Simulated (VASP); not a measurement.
# MgS (F-43m) in VASP: a series of runs

MgS is run at these levels: PBE; tasks: single point.

Program: VASP 6.6.1. These are calculated values, not measurements. Logs are shortened: lines on timing, memory, paths and dates and some standing lists are left out, and cuts for length are marked.

## (1) The cell of the first run

It takes space group F-43m (No. 216, cubic). Conventional cell: a = 5.666 Å, b = 5.666 Å, c = 5.666 Å, α = 90.00°, β = 90.00°, γ = 90.00°. Within 3.2 Å of Mg (site symmetry -43m) lie 4 S at 2.45 Å. S (site symmetry -43m) has 4 Mg at 2.45 Å within 3.2 Å.

## (2) Single point, PBE

Contents of INCAR:

```
PREC = Accurate ; ENCUT = 520
EDIFF = 1E-6 ; ISMEAR = 0
SIGMA = 0.05 ; LREAL = F
LASPH = T ; NELM = 60
ALGO = Normal ; ISIF = 2
LWAVE = F ; LCHARG = T
GGA = PE ; LELF = T
LVHAR = T ; NBANDS = 11
```

Contents of KPOINTS:

```
Automatic mesh
0
Gamma
  10 10 10
```

Contents of POSCAR:

```
MgS
1.0
    0.0000000000      2.8331200468      2.8331200468
    2.8331200468      0.0000000000      2.8331200468
    2.8331200468      2.8331200468      0.0000000000
Mg S
1 1
Direct
    0.0000000000      0.0000000000      0.0000000000
    0.7500000000      0.7500000000      0.7500000000
```

Potentials or basis: VASP PAW PBE potentials, release 64 (Mg, S).

Run with:

```
$ cat potpaw_PBE.64/Mg/POTCAR potpaw_PBE.64/S/POTCAR > POTCAR
$ mpirun -np 1 vasp_std > vasp.out
```

OUTCAR:

```text
PREC = Accurate
   ENCUT = 520
   EDIFF = 1E-6
   ISMEAR = 0
   LREAL = F
   LASPH = T
   NELM = 60
   ISIF = 2
   GGA = PE

 ion  position               nearest neighbor table
   1  0.000  0.000  0.000-   2 2.45   2 2.45   2 2.45   2 2.45
   2  0.750  0.750  0.750-   1 2.45   1 2.45   1 2.45   1 2.45

  LATTYP: Found a face centered cubic cell.
 ALAT       =     5.6662400936

  Lattice vectors:

 A1 = (   0.0000000000,   2.8331200468,   2.8331200468)
 A2 = (   2.8331200468,   0.0000000000,   2.8331200468)
 A3 = (   2.8331200468,   2.8331200468,   0.0000000000)

Analysis of symmetry for initial positions (statically):
=====================================================================
 Subroutine PRICEL returns:
 Original cell was already a primitive cell.

 Routine SETGRP: Setting up the symmetry group for a
 face centered cubic supercell.

 Subroutine GETGRP returns: Found 24 space group operations
 (whereof 24 operations were pure point group operations)
 out of a pool of 48 trial point group operations.

The static configuration has the point symmetry T_d .

Analysis of symmetry for dynamics (positions and initial velocities):
=====================================================================
 Subroutine PRICEL returns:
 Original cell was already a primitive cell.

 Routine SETGRP: Setting up the symmetry group for a
 face centered cubic supercell.

 Subroutine GETGRP returns: Found 24 space group operations
 (whereof 24 operations were pure point group operations)
 out of a pool of 48 trial point group operations.

The dynamic configuration has the point symmetry T_d .

 Subroutine INISYM returns: Found 24 space group operations
 (whereof 24 operations are pure point group operations),
 and found     1 'primitive' translations

----------------------------------------------------------------------------------------

                                     Primitive cell

  volume of cell :      45.4805

  direct lattice vectors                    reciprocal lattice vectors
     0.000000000  2.833120047  2.833120047    -0.176483874  0.176483874  0.176483874
     2.833120047  0.000000000  2.833120047     0.176483874 -0.176483874  0.176483874
     2.833120047  2.833120047  0.000000000     0.176483874  0.176483874 -0.176483874

  length of vectors
     4.006636794  4.006636794  4.006636794     0.305679036  0.305679036  0.305679036

  position of ions in fractional coordinates (direct lattice)
     0.000000000  0.000000000  0.000000000
     0.750000000  0.750000000  0.750000000

  ion indices of the primitive-cell ions
   primitive index   ion index
                 1           1
                 2           2

----------------------------------------------------------------------------------------

 KPOINTS: Automatic mesh

Automatic generation of k-mesh.
 Grid dimensions read from file:
 generate k-points for:   10   10   10

 Generating k-lattice:

  Cartesian coordinates                     Fractional coordinates (reciprocal lattice)
    -0.017648387  0.017648387  0.017648387     0.100000000  0.000000000  0.000000000
     0.017648387 -0.017648387  0.017648387     0.000000000  0.100000000  0.000000000
     0.017648387  0.017648387 -0.017648387     0.000000000  0.000000000  0.100000000

  Length of vectors
     0.030567904  0.030567904  0.030567904

  Shift w.r.t. Gamma in fractional coordinates (k-lattice)
     0.000000000  0.000000000  0.000000000

 Subroutine IBZKPT returns following result:
 ===========================================

 Found     47 irreducible k-points:

 Following reciprocal coordinates:
            Coordinates               Weight
  0.000000  0.000000  0.000000      1.000000
  0.100000  0.000000  0.000000      8.000000
  0.200000  0.000000  0.000000      8.000000
  0.300000  0.000000  0.000000      8.000000
  0.400000  0.000000  0.000000      8.000000
  0.500000  0.000000  0.000000      4.000000
[... 16 lines left out ...]
  0.300000  0.300000  0.000000      6.000000
  0.400000  0.300000  0.000000     24.000000
 [... further k-points ...]
   k-points           NKPTS =     47   k-points in BZ     NKDIM =     47   number of bands    NBANDS=     11
   number of dos      NEDOS =    301   number of ions     NIONS =      2
   total plane-waves  NPLWV =  27000
   dimension x,y,z NGX =    30 NGY =   30 NGZ =   30
   dimension x,y,z NGXF=    60 NGYF=   60 NGZF=   60
   ions per type =               1   1
   NGX,Y,Z   is equivalent  to a cutoff of  12.45, 12.45, 12.45 a.u.
   NGXF,Y,Z  is equivalent  to a cutoff of  24.90, 24.90, 24.90 a.u.
 SYSTEM =  unknown system
   PREC   = accura    normal or accurate (medium, high low for compatibility)
   ISTART =      0    job   : 0-new  1-cont  2-samecut
   ICHARG =      2    charge: 1-file 2-atom 10-const
   ISPIN  =      1    spin polarized calculation?
   LNONCOLLINEAR =      F non collinear calculations
   LSORBIT =      F    spin-orbit coupling
   LASPH  =      T    aspherical Exc in radial PAW
   ENCUT  =  520.0 eV  38.22 Ry    6.18 a.u.   7.45  7.45  7.45*2*pi/ulx,y,z
   NELM   =     60;   NELMIN=  2; NELMDL= -5     # of ELM steps
   EDIFF  = 0.1E-05   stopping-criterion for ELM
   LREAL  =      F    real-space projection
   EDIFFG = 0.1E-04   stopping-criterion for IOM
   NSW    =      0    number of steps for IOM
   IBRION =     -1    ionic relax: 0-MD 1-quasi-New 2-CG
   NFREE  =      0    steps in history (QN), initial steepest desc. (CG)
   ISIF   =      2    stress and relaxation
   ISYM   =      2    0-nonsym 1-usesym 2-fastsym
   POTIM  = 0.5000    time-step for ionic-motion
   TEBEG  =    0.0;   TEEND  =   0.0 temperature during run
   PSTRESS=    0.0 pullay stress
   NELECT =       8.0000    total number of electrons
   NUPDOWN=      -1.0000    fix difference up-down
   EMIN   =  10.00;   EMAX   =-10.00  energy-range for DOS
   EFERMI =   0.00;   METHOD = LEGACY
   ISMEAR =     0;   SIGMA  =   0.05  broadening in eV -4-tet -1-fermi 0-gaus
   EFERMI_NEDOS =   21; number of points for ismear=-14 and -15
   IALGO  =     38    algorithm
   IMIX   =      4    mixing-type and parameters
     AMIX     =   0.40;   BMIX     =  1.00
     AMIX_MAG =   1.60;   BMIX_MAG =  1.00
  volume/ion in A,a.u.               =      22.74       153.46
  Fermi-wavevector in a.u.,A,eV,Ry     =   0.917269  1.733386 11.447692  0.841382
  Thomas-Fermi vector in A             =   2.042218
   LORBIT       =      0    0 simple, 1 ext, 2 COOP (PROOUT), +10 PAW based schemes
   GGA     = PE    functional components
   LHFCALC =     F    Hartree Fock is set to
   AEXX    =    0.0000 exact exchange contribution
   IVDW    =     0    specifies the selected vdW correction
   LEPSILON=     F    determine dielectric tensor
   LRPA    =     F    only Hartree local field effects (RPA)
 non-spin polarized calculation
 Gauss-broadening in eV      SIGMA  =   0.05
  energy-cutoff  :      520.00
  volume of cell :       45.48
 maximum number of plane-waves:      1243
 NGX is ok and might be reduce to    30
   NGX = 15   NGY = 15   NGZ = 15

 number of electron       8.0000001 magnetization

 Free energy of the ion-electron system (eV)
  ---------------------------------------------------
  ext. energy  EPLUGINS =         0.00000000
  ---------------------------------------------------
  free energy    TOTEN  =        -8.47128450 eV

  energy without entropy =       -8.47128450  energy(sigma->0) =       -8.47128450

 E-fermi :   1.2590     XC(G=0):  -8.3810

 val. band max:        1.0482967547   @ k =   0.0000   0.0000   0.0000
 cond. band min:       4.4947466591   @ k =   0.0000   0.0000   0.0000
 fundamental gap:      3.4464499045
 Fermi energy:         1.2590146680

 k-point     1 :       0.0000    0.0000    0.0000
  band No.  band energies     occupation
      1     -10.2112      2.00000
      2       1.0483      2.00000
      3       1.0483      2.00000
      4       1.0483      2.00000
      5       4.4947      0.00000
      6       8.9923      0.00000
      7       8.9923      0.00000
      8       8.9923      0.00000
      9      11.8746      0.00000
     10      11.8746      0.00000
     11      14.7527      0.00000

 k-point     2 :       0.1000    0.0000    0.0000
  band No.  band energies     occupation
      1     -10.1549      2.00000
      2       0.5831      2.00000
      3       1.0135      2.00000
      4       1.0135      2.00000
      5       4.9526      0.00000
      6       8.8544      0.00000
      7       9.1154      0.00000
      8       9.1154      0.00000
      9      11.5349      0.00000
     10      11.5349      0.00000
     11      14.3627      0.00000

 k-point     3 :       0.2000    0.0000    0.0000
  band No.  band energies     occupation
      1     -10.0005      2.00000
      2      -0.3339      2.00000
      3       0.9265      2.00000
      4       0.9265      2.00000
      5       5.7383      0.00000
      6       8.7337      0.00000
      7       9.2654      0.00000
      8       9.2654      0.00000
      9      11.2795      0.00000
     10      11.2795      0.00000
     11      13.5757      0.00000

 k-point     4 :       0.3000    0.0000    0.0000
  band No.  band energies     occupation
      1      -9.7933      2.00000
      2      -1.2178      2.00000
      3       0.8264      2.00000
      4       0.8264      2.00000
      5       6.1465      0.00000
      6       9.0413      0.00000
      7       9.0723      0.00000
      8       9.0723      0.00000
      9      11.8773      0.00000
     10      11.8773      0.00000
     11      13.1543      0.00000
[... 239 lines left out ...]
 k-point    22 :      -0.2000    0.2000    0.0000
  band No.  band energies     occupation
      1      -9.7234      2.00000
      2      -1.0766      2.00000
      3       0.0940      2.00000
      4       0.8580      2.00000
      5       7.0543      0.00000
      6       8.1922      0.00000
      7       8.7776      0.00000
      8       9.6234      0.00000
      9      10.4915      0.00000
     10      13.6153      0.00000
     11      15.2714      0.00000

 k-point    23 :       0.3000    0.3000    0.0000
  band No.  band energies     occupation
      1      -9.6565      2.00000
      2      -1.0506      2.00000
      3       0.3315      2.00000
      4       0.3315      2.00000
      5       5.9471      0.00000
      6       7.2800      0.00000
      7       9.8793      0.00000
      8      11.0944      0.00000
      9      11.0944      0.00000
     10      13.3491      0.00000
     11      16.8011      0.00000

 k-point    24 :       0.4000    0.3000    0.0000
  band No.  band energies     occupation
      1      -9.5123      2.00000
      2      -1.3709      2.00000
      3       0.0858      2.00000
      4       0.2333      2.00000
      5       5.7657      0.00000
      6       7.2570      0.00000
      7      10.0818      0.00000
      8      11.2988      0.00000
      9      12.1223      0.00000
     10      14.1787      0.00000
     11      15.9983      0.00000

 [... further k-points ...]

------------------------ aborting loop because EDIFF is reached ----------------------------------------

  FORCE on cell =-STRESS in cart. coord.  units (eV):
  Direction    XX          YY          ZZ          XY          YZ          ZX
  --------------------------------------------------------------------------------------
  -------------------------------------------------------------------------------------
  Total        0.2247773      0.2247773      0.2247773      0.0000000     -0.0000000      0.0000000
  in kB        7.9184133      7.9184133      7.9184133      0.0000000     -0.0000000      0.0000000
  external PRESSURE =       7.9184133 kB  Pullay stress =       0.0000000 kB

 VOLUME and BASIS-vectors are now :
 -----------------------------------------------------------------------------
  energy-cutoff  :      520.00
  volume of cell :       45.48
      direct lattice vectors                 reciprocal lattice vectors
     0.000000000  2.833120047  2.833120047    -0.176483874  0.176483874  0.176483874
     2.833120047  0.000000000  2.833120047     0.176483874 -0.176483874  0.176483874
     2.833120047  2.833120047  0.000000000     0.176483874  0.176483874 -0.176483874

 POSITION                                       TOTAL-FORCE (eV/Angst)
 -----------------------------------------------------------------------------------
      0.00000      0.00000      0.00000         0.000000      0.000000      0.000000
      4.24968      4.24968      4.24968        -0.000000     -0.000000     -0.000000
 -----------------------------------------------------------------------------------
    total drift:                               -0.000000     -0.000000     -0.000000

  FREE ENERGIE OF THE ION-ELECTRON SYSTEM (eV)
  ---------------------------------------------------
  free  energy   TOTEN  =        -8.4712844997 eV

  energy  without entropy=       -8.4712844997  energy(sigma->0) =       -8.47128450
```

Run time: 23 s. Hardware: 1 thread of Intel Xeon Platinum 8259CL at 2.50GHz (Skylake/Cascade Lake), shared host; peak memory 0.18 GiB.

Results:

| Property | Result |
| --- | --- |
| Free energy | -8.4713 eV |
| Pressure | 0.8 GPa |
| Band gap on the k mesh | 3.45 eV |

Levels at points of the mesh, in eV from the valence-band top:
```tsv
k point	band 1	band 2	band 3	band 4	band 5	band 6	band 7	band 8	band 9
(0.00, 0.00, 0.00)	-11.26	0.00	0.00	0.00	3.45	7.94	7.94	7.94	10.83
(0.50, 0.00, 0.00)	-10.58	-3.12	-0.33	-0.33	5.11	7.64	7.64	8.60	12.87
(0.50, 0.50, 0.00)	-10.36	-2.80	-1.03	-1.03	3.89	5.65	11.14	12.28	12.28
```

A k mesh can miss the band edges.

## (3) Single point, PBE

This run uses another cell than the first one, of 25.47 Å³/atom.

Contents of INCAR:

```
SYSTEM = MgS
ALGO = Normal
EDIFF = 1E-6
ENCUT = 520
GGA = PE
ISIF = 2
ISMEAR = 0
LASPH = .True.
LCHARG = .False.
LREAL = .False.
LWAVE = .False.
NBANDS = 11
NELM = 80
PREC = Accurate
SIGMA = 0.05
```

Contents of KPOINTS:

```
k-points
0
Gamma
  10 10 10
  0 0 0
```

Contents of POSCAR:

```
MgS
1.0
    0.0000000000      2.9421918266      2.9421918266
    2.9421918266      0.0000000000      2.9421918266
    2.9421918266      2.9421918266      0.0000000000
Mg S
1 1
Direct
    0.0000000000      0.0000000000      0.0000000000
    0.7500000000      0.7500000000      0.7500000000
```

Potentials or basis: VASP PAW PBE potentials, release 64 (Mg, S).

Run with:

```
$ cat potpaw_PBE.64/Mg/POTCAR potpaw_PBE.64/S/POTCAR > POTCAR
$ mpirun -np 1 vasp_std > vasp.out
```

OUTCAR:

```text
SYSTEM = MgS
   EDIFF = 1E-6
   ENCUT = 520
   GGA = PE
   ISIF = 2
   ISMEAR = 0
   LASPH = .True.
   LREAL = .False.
   NELM = 80
   PREC = Accurate

 ion  position               nearest neighbor table
   1  0.000  0.000  0.000-   2 2.55   2 2.55   2 2.55   2 2.55
   2  0.750  0.750  0.750-   1 2.55   1 2.55   1 2.55   1 2.55

  LATTYP: Found a face centered cubic cell.
 ALAT       =     5.8843836532

  Lattice vectors:

 A1 = (   0.0000000000,   2.9421918266,   2.9421918266)
[... 521 lines left out ...]

------------------------ aborting loop because EDIFF is reached ----------------------------------------

  FORCE on cell =-STRESS in cart. coord.  units (eV):
  Direction    XX          YY          ZZ          XY          YZ          ZX
  --------------------------------------------------------------------------------------
  -------------------------------------------------------------------------------------
  Total       -1.4402250     -1.4402250     -1.4402250      0.0000000      0.0000000     -0.0000000
  in kB      -45.2999760    -45.2999760    -45.2999760      0.0000000      0.0000000     -0.0000000
  external PRESSURE =     -45.2999760 kB  Pullay stress =       0.0000000 kB

 VOLUME and BASIS-vectors are now :
 -----------------------------------------------------------------------------
  energy-cutoff  :      520.00
  volume of cell :       50.94
      direct lattice vectors                 reciprocal lattice vectors
     0.000000000  2.942191827  2.942191827    -0.169941333  0.169941333  0.169941333
     2.942191827  0.000000000  2.942191827     0.169941333 -0.169941333  0.169941333
     2.942191827  2.942191827  0.000000000     0.169941333  0.169941333 -0.169941333

 POSITION                                       TOTAL-FORCE (eV/Angst)
 -----------------------------------------------------------------------------------
      0.00000      0.00000      0.00000         0.000000      0.000000      0.000000
      4.41329      4.41329      4.41329        -0.000000     -0.000000     -0.000000
 -----------------------------------------------------------------------------------
    total drift:                                0.000000      0.000000      0.000000

  FREE ENERGIE OF THE ION-ELECTRON SYSTEM (eV)
  ---------------------------------------------------
  free  energy   TOTEN  =        -8.3993688818 eV

  energy  without entropy=       -8.3993688818  energy(sigma->0) =       -8.39936888
```

Run time: 18 s. Hardware: 1 thread of Intel Xeon Platinum 8259CL at 2.50GHz (Skylake/Cascade Lake), shared host; peak memory 0.18 GiB.

What came out:

| Property | Result |
| --- | --- |
| Free energy | -8.3994 eV |
| Pressure | -4.5 GPa |
| Band gap on the k mesh | 2.91 eV |

Caveat: the cell stands under tension. A k mesh can miss the band edges.
